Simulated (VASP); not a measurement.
# Pd (P6_3/mmc) in VASP: relaxation of cell and atoms with PBEsol

Aim: the relaxation of cell and atoms of Pd with PBEsol.

All numbers are computed with VASP 6.6.1; they aren't measurements. Logs are shortened: lines on timing, memory, paths and dates and some standing lists are left out, and cuts for length are marked.

## Step 1: The cell of the first run

The structure is hexagonal, space group P6_3/mmc (No. 194). The conventional cell has a = 2.736 Å, b = 2.736 Å, c = 8.986 Å, α = 90.00°, β = 90.00°, γ = 120.00°. Within 3.6 Å of Pd (site symmetry -3m) lie 12 Pd at 2.74 to 2.75 Å. Within 3.6 Å of Pd (site symmetry -6m2) lie 12 Pd at 2.74 to 2.75 Å.

This isn't the form of Pd at room conditions, which is fcc.

## Step 2: Relaxation of cell and atoms, PBEsol

Input file INCAR:

```
  ALGO = Fast
  EDIFF = 1E-6
  EDIFFG = -0.01
  ENCUT = 600
  GGA = PS
  IBRION = 2
  ISIF = 3
  ISMEAR = 0
  LASPH = True
  LCHARG = False
  LREAL = False
  LWAVE = False
  NELM = 60
  NSW = 80
  PREC = Accurate
  SIGMA = 0.1
```

Input file KPOINTS:

```
k-points
0
Gamma
  18 18 6
```

Input file POSCAR:

```
Pd
1.0
    2.7361886711      0.0000000000      0.0000000000
   -1.3680943356      2.3696088987      0.0000000000
    0.0000000000      0.0000000000      8.9862073815
Pd
4
Direct
    0.0000000000      0.0000000000      0.0000000000
    0.0000000000      0.0000000000      0.5000000000
    0.3333333333      0.6666666667      0.2500000000
    0.6666666667      0.3333333333      0.7500000000
```

Potentials or basis: VASP PAW PBE potentials, release 64 (Pd).

Launch:

```bash
> cat potpaw_PBE.64/Pd/POTCAR > POTCAR
> mpirun -np 1 vasp_std > vasp.out
```

OUTCAR:

```text
EDIFF = 1E-6
   EDIFFG = -0.01
   ENCUT = 600
   GGA = PS
   IBRION = 2
   ISIF = 3
   ISMEAR = 0
   LASPH = True
   LREAL = False
   NELM = 60
   NSW = 80
   PREC = Accurate

 ion  position               nearest neighbor table
   1  0.000  0.000  0.000-   3 2.75   4 2.75   4 2.75   3 2.75   4 2.75   3 2.75
   2  0.000  0.000  0.500-   3 2.75   4 2.75   4 2.75   3 2.75   4 2.75   3 2.75
   3  0.333  0.667  0.250-   1 2.75   2 2.75   1 2.75   2 2.75   1 2.75   2 2.75
   4  0.667  0.333  0.750-   1 2.75   2 2.75   1 2.75   2 2.75   1 2.75   2 2.75

  LATTYP: Found a hexagonal cell.
 ALAT       =     2.7361886711
 C/A-ratio  =     3.2842060478

  Lattice vectors:

 A1 = (   2.7361886711,   0.0000000000,   0.0000000000)
 A2 = (  -1.3680943356,   2.3696088987,   0.0000000000)
 A3 = (   0.0000000000,   0.0000000000,   8.9862073815)

Analysis of symmetry for initial positions (statically):
=====================================================================
 Subroutine PRICEL returns:
 Original cell was already a primitive cell.

 Routine SETGRP: Setting up the symmetry group for a
 hexagonal supercell.

 Subroutine GETGRP returns: Found 24 space group operations
 (whereof 12 operations were pure point group operations)
 out of a pool of 24 trial point group operations.

The static configuration has the point symmetry D_3d.
 The point group associated with its full space group is D_6h.

Analysis of symmetry for dynamics (positions and initial velocities):
=====================================================================
 Subroutine PRICEL returns:
 Original cell was already a primitive cell.

 Routine SETGRP: Setting up the symmetry group for a
 hexagonal supercell.

 Subroutine GETGRP returns: Found 24 space group operations
 (whereof 12 operations were pure point group operations)
 out of a pool of 24 trial point group operations.

The dynamic configuration has the point symmetry D_3d.
 The point group associated with its full space group is D_6h.

 Subroutine INISYM returns: Found 24 space group operations
 (whereof 12 operations are pure point group operations),
 and found     1 'primitive' translations

----------------------------------------------------------------------------------------

                                     Primitive cell

  volume of cell :      58.2638

  direct lattice vectors                    reciprocal lattice vectors
     2.736188671  0.000000000  0.000000000     0.365471874  0.211005285  0.000000000
    -1.368094336  2.369608899  0.000000000     0.000000000  0.422010569  0.000000000
     0.000000000  0.000000000  8.986207381     0.000000000  0.000000000  0.111281652

  length of vectors
     2.736188671  2.736188671  8.986207381     0.422010569  0.422010569  0.111281652

  position of ions in fractional coordinates (direct lattice)
     0.000000000  0.000000000  0.000000000
     0.000000000  0.000000000  0.500000000
     0.333333333  0.666666667  0.250000000
     0.666666667  0.333333333  0.750000000

  ion indices of the primitive-cell ions
   primitive index   ion index
                 1           1
                 2           2
                 3           3
                 4           4

----------------------------------------------------------------------------------------

 KPOINTS: k-points

Automatic generation of k-mesh.
 Grid dimensions read from file:
 generate k-points for:   18   18    6

 Generating k-lattice:

  Cartesian coordinates                     Fractional coordinates (reciprocal lattice)
     0.020303993  0.011722516  0.000000000     0.055555556  0.000000000  0.000000000
     0.000000000  0.023445032  0.000000000     0.000000000  0.055555556  0.000000000
     0.000000000  0.000000000  0.018546942     0.000000000  0.000000000  0.166666667

  Length of vectors
     0.023445032  0.023445032  0.018546942

  Shift w.r.t. Gamma in fractional coordinates (k-lattice)
     0.000000000  0.000000000  0.000000000

 Subroutine IBZKPT returns following result:
 ===========================================

 Found    148 irreducible k-points:

 Following reciprocal coordinates:
            Coordinates               Weight
  0.000000  0.000000  0.000000      1.000000
  0.055556  0.000000  0.000000      6.000000
  0.111111  0.000000  0.000000      6.000000
  0.166667  0.000000  0.000000      6.000000
  0.222222  0.000000  0.000000      6.000000
  0.277778  0.000000  0.000000      6.000000
[... 16 lines left out ...]
  0.333333  0.111111  0.000000     12.000000
  0.388889  0.111111  0.000000     12.000000
 [... further k-points ...]
   k-points           NKPTS =    148   k-points in BZ     NKDIM =    148   number of bands    NBANDS=     24
   number of dos      NEDOS =    301   number of ions     NIONS =      4
   total plane-waves  NPLWV =  41472
   dimension x,y,z NGX =    24 NGY =   24 NGZ =   72
   dimension x,y,z NGXF=    48 NGYF=   48 NGZF=  144
   ions per type =               4
   NGX,Y,Z   is equivalent  to a cutoff of  14.58, 14.58, 13.32 a.u.
   NGXF,Y,Z  is equivalent  to a cutoff of  29.16, 29.16, 26.64 a.u.
 SYSTEM =  unknown system
   PREC   = accura    normal or accurate (medium, high low for compatibility)
   ISTART =      0    job   : 0-new  1-cont  2-samecut
   ICHARG =      2    charge: 1-file 2-atom 10-const
   ISPIN  =      1    spin polarized calculation?
   LNONCOLLINEAR =      F non collinear calculations
   LSORBIT =      F    spin-orbit coupling
   LASPH  =      T    aspherical Exc in radial PAW
   ENCUT  =  600.0 eV  44.10 Ry    6.64 a.u.   5.46  5.46 17.95*2*pi/ulx,y,z
   NELM   =     60;   NELMIN=  2; NELMDL= -5     # of ELM steps
   EDIFF  = 0.1E-05   stopping-criterion for ELM
   LREAL  =      F    real-space projection
   EDIFFG = -.1E-01   stopping-criterion for IOM
   NSW    =     80    number of steps for IOM
   IBRION =      2    ionic relax: 0-MD 1-quasi-New 2-CG
   NFREE  =      1    steps in history (QN), initial steepest desc. (CG)
   ISIF   =      3    stress and relaxation
   ISYM   =      2    0-nonsym 1-usesym 2-fastsym
   POTIM  = 0.5000    time-step for ionic-motion
   TEBEG  =    0.0;   TEEND  =   0.0 temperature during run
   PSTRESS=    0.0 pullay stress
   NELECT =      40.0000    total number of electrons
   NUPDOWN=      -1.0000    fix difference up-down
   EMIN   =  10.00;   EMAX   =-10.00  energy-range for DOS
   EFERMI =   0.00;   METHOD = LEGACY
   ISMEAR =     0;   SIGMA  =   0.10  broadening in eV -4-tet -1-fermi 0-gaus
   EFERMI_NEDOS =   21; number of points for ismear=-14 and -15
   IALGO  =     68    algorithm
   IMIX   =      4    mixing-type and parameters
     AMIX     =   0.40;   BMIX     =  1.00
     AMIX_MAG =   1.60;   BMIX_MAG =  1.00
  volume/ion in A,a.u.               =      14.57        98.30
  Fermi-wavevector in a.u.,A,eV,Ry     =   1.444204  2.729149 28.378001  2.085724
  Thomas-Fermi vector in A             =   2.562525
   LORBIT       =      0    0 simple, 1 ext, 2 COOP (PROOUT), +10 PAW based schemes
   GGA     = PS    functional components
   LHFCALC =     F    Hartree Fock is set to
   AEXX    =    0.0000 exact exchange contribution
   IVDW    =     0    specifies the selected vdW correction
   LEPSILON=     F    determine dielectric tensor
   LRPA    =     F    only Hartree local field effects (RPA)
 conjugate gradient relaxation of ions
 non-spin polarized calculation
 RMM-DIIS sequential band-by-band and
 Gauss-broadening in eV      SIGMA  =   0.10
  energy-cutoff  :      600.00
  volume of cell :       58.26
 maximum number of plane-waves:      1992
 NGX is ok and might be reduce to    24
   NGX = 11   NGY = 11   NGZ = 35

--------------------------------------- Ionic step        1  -------------------------------------------

 number of electron      39.9999991 magnetization

 Free energy of the ion-electron system (eV)
  ---------------------------------------------------
  ext. energy  EPLUGINS =         0.00000000
  ---------------------------------------------------
  free energy    TOTEN  =       -23.80459584 eV

  energy without entropy =      -23.75628024  energy(sigma->0) =      -23.78043804

------------------------ aborting loop because EDIFF is reached ----------------------------------------

  FORCE on cell =-STRESS in cart. coord.  units (eV):
  Direction    XX          YY          ZZ          XY          YZ          ZX
  --------------------------------------------------------------------------------------
  -------------------------------------------------------------------------------------
  Total       -0.1655763     -0.1655763      0.1156888      0.0000000      0.0000000     -0.0000000
  in kB       -4.5531242     -4.5531242      3.1812872      0.0000000      0.0000000     -0.0000000
  external PRESSURE =      -1.9749871 kB  Pullay stress =       0.0000000 kB

 VOLUME and BASIS-vectors are now :
 -----------------------------------------------------------------------------
  energy-cutoff  :      600.00
  volume of cell :       58.26
      direct lattice vectors                 reciprocal lattice vectors
     2.736188671  0.000000000  0.000000000     0.365471874  0.211005285  0.000000000
    -1.368094336  2.369608899  0.000000000     0.000000000  0.422010569  0.000000000
     0.000000000  0.000000000  8.986207381     0.000000000  0.000000000  0.111281652
[... 115 lines left out ...]
 POSITION                                       TOTAL-FORCE (eV/Angst)
 -----------------------------------------------------------------------------------
     -1.36524      2.36467      0.00000         0.000000      0.000000      0.000000
     -1.36524      2.36467      4.51097         0.000000     -0.000000      0.000000
     -0.00000      1.57645      2.25549        -0.000000     -0.000000     -0.000000
      1.36524      0.78822      6.76646         0.000000      0.000000      0.000000
 -----------------------------------------------------------------------------------
    total drift:                               -0.000000      0.000000      0.000000

  FREE ENERGIE OF THE ION-ELECTRON SYSTEM (eV)
  ---------------------------------------------------
  free  energy   TOTEN  =       -23.8050582259 eV

  energy  without entropy=      -23.7571511174  energy(sigma->0) =      -23.78110467

--------------------------------------- Ionic step        5  -------------------------------------------

 number of electron      39.9999989 magnetization

 Free energy of the ion-electron system (eV)
  ---------------------------------------------------
  ext. energy  EPLUGINS =         0.00000000
  ---------------------------------------------------
  free energy    TOTEN  =       -23.80509808 eV

  energy without entropy =      -23.75715981  energy(sigma->0) =      -23.78112895

 E-fermi :   9.8687     XC(G=0): -13.4628

 val. band max:        9.8664606455   @ k =   0.2778   0.1667   0.3333
 cond. band min:       9.8694240262   @ k =   0.5000   0.0000   0.0000
 fundamental gap:      0.0029633807
 Fermi energy:         9.8687201854

 k-point     1 :       0.0000    0.0000    0.0000
  band No.  band energies     occupation
      1       2.5043      2.00000
      2       4.1851      2.00000
      3       4.1932      2.00000
      4       4.3955      2.00000
      5       6.8448      2.00000
      6       6.8715      2.00000
[... 16 lines left out ...]
     23       9.7397      1.93194
     24      10.6499      0.00000
[... 598 lines left out ...]
      2       4.6301      2.00000
      3       4.8141      2.00000
      4       5.3804      2.00000
      5       5.5375      2.00000
      6       5.8746      2.00000
[... 16 lines left out ...]
     23      13.1438      0.00000
     24      15.7370      0.00000

 [... further k-points ...]

------------------------ aborting loop because EDIFF is reached ----------------------------------------

  FORCE on cell =-STRESS in cart. coord.  units (eV):
  Direction    XX          YY          ZZ          XY          YZ          ZX
  --------------------------------------------------------------------------------------
  -------------------------------------------------------------------------------------
  Total        0.0024327      0.0024327      0.0089912     -0.0000000      0.0000000      0.0000000
  in kB        0.0669579      0.0669579      0.2474727     -0.0000000      0.0000000      0.0000000
  external PRESSURE =       0.1271295 kB  Pullay stress =       0.0000000 kB

 VOLUME and BASIS-vectors are now :
 -----------------------------------------------------------------------------
  energy-cutoff  :      600.00
  volume of cell :       58.21
      direct lattice vectors                 reciprocal lattice vectors
     2.730818522  0.000000000 -0.000000000     0.366190573  0.211420226  0.000000000
    -1.365409261  2.364958213  0.000000000    -0.000000000  0.422840452 -0.000000000
    -0.000000000  0.000000000  9.013289168     0.000000000 -0.000000000  0.110947289

 POSITION                                       TOTAL-FORCE (eV/Angst)
 -----------------------------------------------------------------------------------
      0.00000      0.00000      0.00000        -0.000000      0.000000      0.000000
     -0.00000      0.00000      4.50664        -0.000000      0.000000      0.000000
     -0.00000      1.57664      2.25332        -0.000000      0.000000      0.000000
      1.36541      0.78832      6.75997         0.000000     -0.000000     -0.000000
 -----------------------------------------------------------------------------------
    total drift:                               -0.000000      0.000000      0.000000

  FREE ENERGIE OF THE ION-ELECTRON SYSTEM (eV)
  ---------------------------------------------------
  free  energy   TOTEN  =       -23.8050980828 eV

  energy  without entropy=      -23.7571598132  energy(sigma->0) =      -23.78112895

 reached required accuracy - stopping structural energy minimisation
```

Wall time 8.2 min (1 thread of Intel Xeon Platinum 8488C (Sapphire Rapids), shared host); peak memory 0.35 GiB.

What came out:

| Quantity | Value |
| --- | --- |
| Free energy | -23.8051 eV |
| Relaxed volume | 14.55 Å³/atom |
| Relaxed cell | a = 2.731 Å, b = 2.731 Å, c = 9.013 Å, α = 90.00°, β = 90.00°, γ = 120.00° |
| Space group after relaxing (to 0.1 Å) | P6_3/mmc (No. 194) |
| Energy gained by relaxing | 0.1 meV/atom |
| Ionic steps | 5 |
| Pressure after relaxing | 0.0 GPa |

Step by step:
```tsv
step	energy change (eV)	largest force (eV/Å)	pressure (GPa)	volume (Å³)
1	0.0000	0.0000	-0.20	58.26
2	-0.0004	0.0000	0.34	58.11
3	-0.0004	0.0000	0.27	58.13
4	-0.0005	0.0000	-0.14	58.25
5	-0.0005	0.0000	0.01	58.21
```

Final structure:
```
Pd
1.0
     2.73082    0.00000    0.00000
    -1.36541    2.36496    0.00000
     0.00000    0.00000    9.01329
Pd
4
Direct
  0.00000 0.00000 0.00000
  0.00000 0.00000 0.50000
  0.33333 0.66667 0.25000
  0.66667 0.33333 0.75000
```

Caveat: the highest band is partly filled, so the run has too few bands; the PAW data sets were made with another functional, which shifts forces and pressure a little.
